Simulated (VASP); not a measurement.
# Ba in VASP: further runs, part 2 of 2

VASP 6.6.1.

**4. Single point, PBEsol (strain -0.040 along x and y, +0.000 along z)**

INCAR reads:

```
SYSTEM = Ba
ALGO = Fast ; EDIFF = 1E-6
ENCUT = 520 ; GGA = PS
ISIF = 2 ; ISMEAR = 0
LASPH = .TRUE. ; LCHARG = .FALSE.
LREAL = .FALSE. ; LWAVE = .FALSE.
NBANDS = 11 ; NELM = 100
PREC = Accurate ; SIGMA = 0.15
```

KPOINTS reads:

```
k-points
0
G
  14 14 14
  0 0 0
```

POSCAR reads:

```
Ba
1.0
   -2.4000000000      2.4000000000      2.5000000000
    2.4000000000     -2.4000000000      2.5000000000
    2.4000000000      2.4000000000     -2.5000000000
Ba
1
Direct
    0.0000000000      0.0000000000      0.0000000000
```

Potentials or basis: VASP PAW PBE potentials, release 64 (Ba_sv).

Launch:

```
> cat potpaw_PBE.64/Ba_sv/POTCAR > POTCAR
> mpirun -np 1 vasp_std > vasp.out
```

OUTCAR:

```text
SYSTEM = Ba
   EDIFF = 1E-6
   ENCUT = 520
   GGA = PS
   ISIF = 2
   ISMEAR = 0
   LASPH = .TRUE.
   LREAL = .FALSE.
   NELM = 100
   PREC = Accurate

 ion  position               nearest neighbor table
   1  0.000  0.000  0.000-

  LATTYP: Found a body centered tetragonal cell.
 ALAT       =     4.8000000000
 C/A-ratio  =     1.0416666667

  Lattice vectors:

 A1 = (  -2.4000000000,   2.4000000000,   2.5000000000)
 A2 = (   2.4000000000,  -2.4000000000,   2.5000000000)
 A3 = (   2.4000000000,   2.4000000000,  -2.5000000000)

Analysis of symmetry for initial positions (statically):
=====================================================================
 Subroutine PRICEL returns:
 Original cell was already a primitive cell.

 Routine SETGRP: Setting up the symmetry group for a
 body centered tetragonal supercell.

 Subroutine GETGRP returns: Found 16 space group operations
 (whereof 16 operations were pure point group operations)
 out of a pool of 16 trial point group operations.

The static configuration has the point symmetry D_4h.

Analysis of symmetry for dynamics (positions and initial velocities):
=====================================================================
 Subroutine PRICEL returns:
 Original cell was already a primitive cell.

 Routine SETGRP: Setting up the symmetry group for a
 body centered tetragonal supercell.

 Subroutine GETGRP returns: Found 16 space group operations
 (whereof 16 operations were pure point group operations)
 out of a pool of 16 trial point group operations.

The dynamic configuration has the point symmetry D_4h.

 Subroutine INISYM returns: Found 16 space group operations
 (whereof 16 operations are pure point group operations),
 and found     1 'primitive' translations

----------------------------------------------------------------------------------------

                                     Primitive cell

[... 108 lines left out ...]
     AMIX_MAG =   1.60;   BMIX_MAG =  1.00
  volume/ion in A,a.u.               =      57.60       388.70
  Fermi-wavevector in a.u.,A,eV,Ry     =   0.913273  1.725836 11.348181  0.834068
  Thomas-Fermi vector in A             =   2.037766
   LORBIT       =      0    0 simple, 1 ext, 2 COOP (PROOUT), +10 PAW based schemes
   GGA     = PS    functional components
   LHFCALC =     F    Hartree Fock is set to
   AEXX    =    0.0000 exact exchange contribution
   IVDW    =     0    specifies the selected vdW correction
   LEPSILON=     F    determine dielectric tensor
   LRPA    =     F    only Hartree local field effects (RPA)
 non-spin polarized calculation
 RMM-DIIS sequential band-by-band and
 Gauss-broadening in eV      SIGMA  =   0.15
  energy-cutoff  :      520.00
  volume of cell :       57.60
 maximum number of plane-waves:      1572
   NGX = 15   NGY = 15   NGZ = 15

 number of electron      10.0000000 magnetization

 Free energy of the ion-electron system (eV)
  ---------------------------------------------------
  ext. energy  EPLUGINS =         0.00000000
  ---------------------------------------------------
  free energy    TOTEN  =        -2.15414349 eV

  energy without entropy =       -2.14082533  energy(sigma->0) =       -2.14748441

 E-fermi :   1.8308     XC(G=0):  -7.8037

 val. band max:        1.8066924968   @ k =  -0.3571   0.5000   0.2143
 cond. band min:       1.8404282468   @ k =  -0.3571   0.5000   0.2143
 fundamental gap:      0.0337357500
 Fermi energy:         1.8307891142

 k-point     1 :       0.0000    0.0000    0.0000
  band No.  band energies     occupation
      1     -26.8729      2.00000
      2     -11.7445      2.00000
      3     -11.7434      2.00000
      4     -11.7434      2.00000
      5      -0.9692      2.00000
      6       3.6680      0.00000
      7       3.6680      0.00000
      8       3.9325      0.00000
      9       5.1101      0.00000
     10       5.4993      0.00000
     11       8.8232      0.00000
[... 309 lines left out ...]
 k-point    24 :       0.2857    0.1429    0.0000
  band No.  band energies     occupation
      1     -26.8172      2.00000
      2     -12.2415      2.00000
      3     -11.9301      2.00000
      4     -11.7793      2.00000
      5       0.9815      2.00000
      6       2.6035      0.00000
      7       2.8402      0.00000
      8       5.0161      0.00000
      9       5.6425      0.00000
     10       6.6448      0.00000
     11       8.7324      0.00000

 [... further k-points ...]
[... 5 lines left out ...]
  --------------------------------------------------------------------------------------
  -------------------------------------------------------------------------------------
  Total        0.0846788      0.0846788      0.0124951      0.0000000      0.0000000      0.0000000
  in kB        2.3553900      2.3553900      0.3475588      0.0000000      0.0000000      0.0000000
  external PRESSURE =       1.6861129 kB  Pullay stress =       0.0000000 kB

 VOLUME and BASIS-vectors are now :
 -----------------------------------------------------------------------------
  energy-cutoff  :      520.00
  volume of cell :       57.60
      direct lattice vectors                 reciprocal lattice vectors
    -2.400000000  2.400000000  2.500000000     0.000000000  0.208333333  0.200000000
     2.400000000 -2.400000000  2.500000000     0.208333333  0.000000000  0.200000000
     2.400000000  2.400000000 -2.500000000     0.208333333  0.208333333  0.000000000

 POSITION                                       TOTAL-FORCE (eV/Angst)
 -----------------------------------------------------------------------------------
      0.00000      0.00000      0.00000        -0.000000      0.000000      0.000000
 -----------------------------------------------------------------------------------
    total drift:                               -0.000000      0.000000      0.000000

  FREE ENERGIE OF THE ION-ELECTRON SYSTEM (eV)
  ---------------------------------------------------
  free  energy   TOTEN  =        -2.1541434929 eV

  energy  without entropy=       -2.1408253285  energy(sigma->0) =       -2.14748441
```

stdout:

```text
POSCAR found type information on POSCAR Ba
 POSCAR found :  1 types and       1 ions
 scaLAPACK will be used
 -----------------------------------------------------------------------------
|                                                                             |
|                                                                             |
|     You enforced a specific xc type in the INCAR file but a different       |
|     I HOPE YOU KNOW WHAT YOU ARE DOING!                                     |
|                                                                             |
 -----------------------------------------------------------------------------

 LDA part: xc-table for (Slater+PW92), standard interpolation
 POSCAR, INCAR and KPOINTS ok, starting setup
 FFT: planning ... GRIDC
 FFT: planning ... GRID_SOFT
 FFT: planning ... GRID
 WAVECAR not read
 entering main loop
WARNING in EDDRMM: call to ZHEGV failed, returncode =   8  4      7
```

Run time: 86 s. Hardware: 1 thread of Intel Xeon 8259CL, shared host; peak memory 0.29 GiB.

Results:

```
Free energy            : -2.1541 eV
Pressure               : 0.2 GPa
Band gap on the k mesh : zero (bands 5 and 6 overlap by 1.13 eV)
```

Stress tensor (GPa, compression positive):
```
0.24 0.00 0.00
0.00 0.24 0.00
0.00 0.00 0.03
```

Levels at points of the mesh, in eV from the Fermi level:
```tsv
k point	band 3	band 4	band 5	band 6	band 7	band 8
(0.00, 0.00, 0.00)	-13.57	-13.57	-2.80	1.84	1.84	2.10
(0.50, 0.00, 0.00)	-13.76	-13.58	-0.96	0.76	1.52	3.29
(0.50, 0.50, 0.00)	-13.78	-13.59	-0.95	0.49	1.66	3.72
(0.50, 0.50, 0.50)	-13.98	-13.98	-0.70	-0.63	4.50	4.96
```

Caveat: the cell differs from its parent crystal (strain -0.040 along x and y, +0.000 along z); the PAW data sets were made with another functional, which shifts forces and pressure a little; spin-orbit coupling is left out, which moves the levels of the heavy elements.

**5. Single point, PBEsol (strain +0.000 along x and y, -0.040 along z)**

INCAR reads:

```
SYSTEM = Ba
ALGO = Fast ; EDIFF = 1E-7
ENCUT = 520 ; GGA = PS
ISIF = 2 ; ISMEAR = 0
LASPH = .True. ; LCHARG = .True.
LELF = .True. ; LREAL = .False.
LVHAR = .True. ; LWAVE = .False.
NBANDS = 11 ; NELM = 80
PREC = Accurate ; SIGMA = 0.15
```

KPOINTS reads:

```
k-points
0
Gamma
  14 14 14
  0 0 0
```

POSCAR reads:

```
Ba
1.0
   -2.5000000000      2.5000000000      2.4000000000
    2.5000000000     -2.5000000000      2.4000000000
    2.5000000000      2.5000000000     -2.4000000000
Ba
1
Direct
    0.0000000000      0.0000000000      0.0000000000
```

Potentials or basis: VASP PAW PBE potentials, release 64 (Ba_sv).

Launch:

```
> cat potpaw_PBE.64/Ba_sv/POTCAR > POTCAR
> mpirun -np 1 vasp_std > vasp.out
```

OUTCAR:

```text
SYSTEM = Ba
   EDIFF = 1E-7
   ENCUT = 520
   GGA = PS
   ISIF = 2
   ISMEAR = 0
   LASPH = .True.
   LREAL = .False.
   NELM = 80
   PREC = Accurate

 ion  position               nearest neighbor table
   1  0.000  0.000  0.000-

  LATTYP: Found a body centered tetragonal cell.
 ALAT       =     5.0000000000
 C/A-ratio  =     0.9600000000

  Lattice vectors:

 A1 = (  -2.5000000000,   2.5000000000,   2.4000000000)
 A2 = (   2.5000000000,  -2.5000000000,   2.4000000000)
 A3 = (   2.5000000000,   2.5000000000,  -2.4000000000)

Analysis of symmetry for initial positions (statically):
=====================================================================
 Subroutine PRICEL returns:
 Original cell was already a primitive cell.

 Routine SETGRP: Setting up the symmetry group for a
 body centered tetragonal supercell.

 Subroutine GETGRP returns: Found 16 space group operations
 (whereof 16 operations were pure point group operations)
 out of a pool of 16 trial point group operations.

The static configuration has the point symmetry D_4h.

[... 167 lines left out ...]
  band No.  band energies     occupation
      1     -27.0784      2.00000
      2     -11.9799      2.00000
      3     -11.9799      2.00000
      4     -11.9776      2.00000
      5      -1.0944      2.00000
      6       3.3936      0.00000
      7       3.6591      0.00000
      8       3.6591      0.00000
      9       4.8652      0.00000
     10       5.2559      0.00000
     11       8.6738      0.00000
[... 309 lines left out ...]
 k-point    24 :       0.2857    0.1429    0.0000
  band No.  band energies     occupation
      1     -27.0302      2.00000
      2     -12.4225      2.00000
      3     -12.1461      2.00000
      4     -12.0248      2.00000
      5       0.8562      2.00000
      6       2.3847      0.00000
      7       2.6338      0.00000
      8       4.7790      0.00000
      9       5.7808      0.00000
     10       6.1724      0.00000
     11       8.5331      0.00000

 [... further k-points ...]

------------------------ aborting loop because EDIFF is reached ----------------------------------------

  FORCE on cell =-STRESS in cart. coord.  units (eV):
  Direction    XX          YY          ZZ          XY          YZ          ZX
  --------------------------------------------------------------------------------------
  -------------------------------------------------------------------------------------
  Total       -0.1065966     -0.1065966     -0.0205185      0.0000000      0.0000000      0.0000000
  in kB       -2.8464450     -2.8464450     -0.5479035      0.0000000      0.0000000      0.0000000
  external PRESSURE =      -2.0802645 kB  Pullay stress =       0.0000000 kB

 VOLUME and BASIS-vectors are now :
 -----------------------------------------------------------------------------
  energy-cutoff  :      520.00
  volume of cell :       60.00
      direct lattice vectors                 reciprocal lattice vectors
    -2.500000000  2.500000000  2.400000000     0.000000000  0.200000000  0.208333333
     2.500000000 -2.500000000  2.400000000     0.200000000  0.000000000  0.208333333
     2.500000000  2.500000000 -2.400000000     0.200000000  0.200000000  0.000000000

 POSITION                                       TOTAL-FORCE (eV/Angst)
 -----------------------------------------------------------------------------------
      0.00000      0.00000      0.00000        -0.000000     -0.000000     -0.000000
 -----------------------------------------------------------------------------------
    total drift:                               -0.000000      0.000000     -0.000000

  FREE ENERGIE OF THE ION-ELECTRON SYSTEM (eV)
  ---------------------------------------------------
  free  energy   TOTEN  =        -2.1536531966 eV

  energy  without entropy=       -2.1401671223  energy(sigma->0) =       -2.14691016
```

OSZICAR:

```text
N       E                     dE             d eps       ncg     rms          rms(c)
DAV:   1     0.535593681902E+02    0.53559E+02   -0.42570E+03  5368   0.752E+02
DAV:   2     0.410013074505E+00   -0.53149E+02   -0.51681E+02  6405   0.137E+02
DAV:   3    -0.207996014090E+01   -0.24900E+01   -0.24735E+01  6782   0.309E+01
DAV:   4    -0.215357503542E+01   -0.73615E-01   -0.73474E-01  6895   0.492E+00
DAV:   5    -0.215590704312E+01   -0.23320E-02   -0.23316E-02  7132   0.711E-01    0.168E+00
RMM:   6    -0.215427943761E+01    0.16276E-02   -0.30308E-03  5816   0.545E-01    0.100E+00
RMM:   7    -0.215334965870E+01    0.92978E-03   -0.74519E-03  6524   0.857E-01    0.377E-02
RMM:   8    -0.215363175260E+01   -0.28209E-03   -0.18202E-03  7751   0.193E-01    0.247E-02
RMM:   9    -0.215365006915E+01   -0.18317E-04   -0.14561E-04  8140   0.525E-02    0.179E-02
RMM:  10    -0.215365279330E+01   -0.27242E-05   -0.29674E-05  7975   0.368E-02    0.345E-03
RMM:  11    -0.215365325488E+01   -0.46158E-06   -0.59987E-06  8686   0.119E-02    0.291E-03
RMM:  12    -0.215365319664E+01    0.58240E-07   -0.80886E-07  7438   0.600E-03
   1 F= -.21536532E+01 E0= -.21469102E+01  d E =-.134861E-01
```

Wall time 1.8 min (1 thread of Intel Xeon 8259CL, shared host); peak memory 0.3 GiB.

Results:

```
Free energy            : -2.1537 eV
Pressure               : -0.2 GPa
Band gap on the k mesh : zero (bands 5 and 6 overlap by 1.06 eV)
```

Caveat: the cell differs from its parent crystal (strain +0.000 along x and y, -0.040 along z); the PAW data sets were made with another functional, which shifts forces and pressure a little; spin-orbit coupling is left out, which moves the levels of the heavy elements.

**6. Single point, PBEsol (strain +0.000 along x and y, +0.040 along z)**

INCAR reads:

```
SYSTEM = Ba
PREC     = Accurate       ! precision mode
ENCUT    = 520            ! plane-wave cutoff, eV
EDIFF    = 1E-7           ! SCF threshold, eV
ISMEAR   = 0              ! smearing method
SIGMA    = 0.15           ! smearing width, eV
LREAL    = .FALSE.        ! projectors in reciprocal space
LASPH    = .TRUE.         ! aspherical terms in the spheres
NELM     = 100            ! most SCF steps
ALGO     = Fast           ! electronic algorithm
ISIF     = 2              ! what is computed and relaxed
LWAVE    = .FALSE.        ! write WAVECAR
LCHARG   = .FALSE.        ! write CHGCAR
GGA      = PS             ! functional
NBANDS   = 11             ! bands
```

KPOINTS reads:

```
regular mesh
0
G
  14 14 14
  0 0 0
```

POSCAR reads:

```
Ba
1.0
   -2.5000000000      2.5000000000      2.6000000000
    2.5000000000     -2.5000000000      2.6000000000
    2.5000000000      2.5000000000     -2.6000000000
Ba
1
Direct
    0.0000000000      0.0000000000      0.0000000000
```

Potentials or basis: VASP PAW PBE potentials, release 64 (Ba_sv).

Launch:

```
> cat potpaw_PBE.64/Ba_sv/POTCAR > POTCAR
> mpirun -np 1 vasp_std > vasp.out
```

Run time: 3 min. Hardware: 1 thread of Intel Xeon Platinum 8259CL at 2.50GHz (Skylake/Cascade Lake), shared host; peak memory 0.33 GiB.

The run converged. Its results:

* Free energy: -2.1373 eV
* Pressure: -0.8 GPa
* Band gap on the k mesh: zero (bands 5 and 6 overlap by 0.88 eV)

Stress tensor (GPa, compression positive):
```
-0.78  0.00  0.00
 0.00 -0.78  0.00
 0.00  0.00 -0.91
```

Levels at points of the mesh, in eV from the Fermi level:
| k point | band 2 | band 3 | band 4 | band 5 | band 6 | band 7 | band 8 | band 9 |
| --- | --- | --- | --- | --- | --- | --- | --- | --- |
| (0.00, 0.00, 0.00) | -13.86 | -13.86 | -13.86 | -2.75 | 1.71 | 1.71 | 1.93 | 3.00 |
| (0.50, 0.00, 0.00) | -14.28 | -13.99 | -13.86 | -0.89 | 0.76 | 1.13 | 2.97 | 3.68 |
| (0.50, 0.50, 0.00) | -14.28 | -14.01 | -13.87 | -0.87 | 0.53 | 1.25 | 3.31 | 3.80 |
| (0.50, 0.50, 0.50) | -14.18 | -14.14 | -14.14 | -0.53 | -0.46 | 3.90 | 4.33 | 4.33 |

Caveat: the cell differs from its parent crystal (strain +0.000 along x and y, +0.040 along z); the PAW data sets were made with another functional, which shifts forces and pressure a little; spin-orbit coupling is left out, which moves the levels of the heavy elements.

**7. Summary**

| cell | gap on the mesh (eV) | pressure (GPa) |
| --- | --- | --- |
| a = 4.677 Å, angles 109.5°, 1 atom | none | -1.8 |
| a = 4.100 Å, angles 108.3, 108.3, 111.8°, 1 atom | none | 1.1 |
| a = 4.215 Å, angles 110.6, 110.6, 107.3°, 1 atom | none | 0.2 |
| a = 4.273 Å, angles 108.4, 108.4, 111.7°, 1 atom | none | -0.2 |
| a = 4.389 Å, angles 110.5, 110.5, 107.3°, 1 atom | none | -0.8 |

Alike in all rows: task single point; level PBEsol; potentials or basis VASP PAW PBE potentials, release 64 (Ba_sv); no spin polarisation; k mesh 14 × 14 × 14; cutoff (eV) 520; smearing gaussian 0.15 eV.

Caveats: the PAW data sets were made with another functional, which shifts forces and pressure a little; spin-orbit coupling is left out, which moves the levels of the heavy elements.

Total energies depend on the potentials used, so only differences within one code and one set of settings carry meaning.
